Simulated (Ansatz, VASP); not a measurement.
One calculation of KF, two programs

Contents of INCAR:

```
ALGO = Normal ; EDIFF = 1E-6
ENCUT = 520 ; GGA = PE
ISIF = 2 ; ISMEAR = -1
LASPH = True ; LCHARG = True
LELF = True ; LREAL = False
LVHAR = True ; LWAVE = False
NBANDS = 15 ; NELM = 100
PREC = Accurate ; SIGMA = 0.02
```

The input KPOINTS:

```
k-points
0
Gamma
  8 8 8
```

Contents of POSCAR:

```
KF
1.0
    0.0000000000      2.8766933804      2.8766933804
    2.8766933804      0.0000000000      2.8766933804
    2.8766933804      2.8766933804      0.0000000000
K F
1 1
Direct
    0.0000000000      0.0000000000      0.0000000000
    0.2500000000      0.2500000000      0.2500000000
```

Input for Ansatz:

```yaml
crystal:
  lattice:
    - [0.0, 2.8766933804, 2.8766933804]
    - [2.8766933804, 0.0, 2.8766933804]
    - [2.8766933804, 2.8766933804, 0.0]
  atoms:
    - { symbol: K, position: [0.0, 0.0, 0.0] }
    - { symbol: F, position: [0.25, 0.25, 0.25] }
kpoints:
  mp_grid: { grid: [8, 8, 8] }
  band_path:
    path:
      - [0.0, 0.0, 0.0]
      - [-0.5, -0.5, 0.0]
      - [-0.375, -0.375, 0.25]
      - [-0.375, 0.0, 0.375]
      - [0.0, 0.0, 0.5]
      - [-0.5, -0.25, 0.25]
    npoints: 1
hamiltonian:
  xc: pbe
scf:
  occupations: { method: fermi_dirac, width: 0.02 }
  n_extra_bands: 4
output:
  forces: true
  stress: true
  eigenvalues: true
```

Change from the starting cell: hydrostatic strain -2.0%.

Alike in both runs: task single point; functional PBE; k mesh 8 × 8 × 8; occupations fermi-dirac, width 0.02 eV; no spin polarisation.

|  | VASP | Ansatz |
| --- | --- | --- |
| version | VASP 6.6.1 | Ansatz 0.2.0 |
| potentials or method | VASP PAW PBE potentials, release 64 (K_sv, F) | plane waves, PAW |
| plane-wave cutoff (eV) | 520 | 420 |
| valence electrons in the cell | 16 | 16 |

```csv
,VASP,Ansatz,Ansatz less VASP
gap on the k mesh at the Fermi level (eV),5.32,5.34,+0.012
pressure (GPa),2.7,2.6,-0.07
```
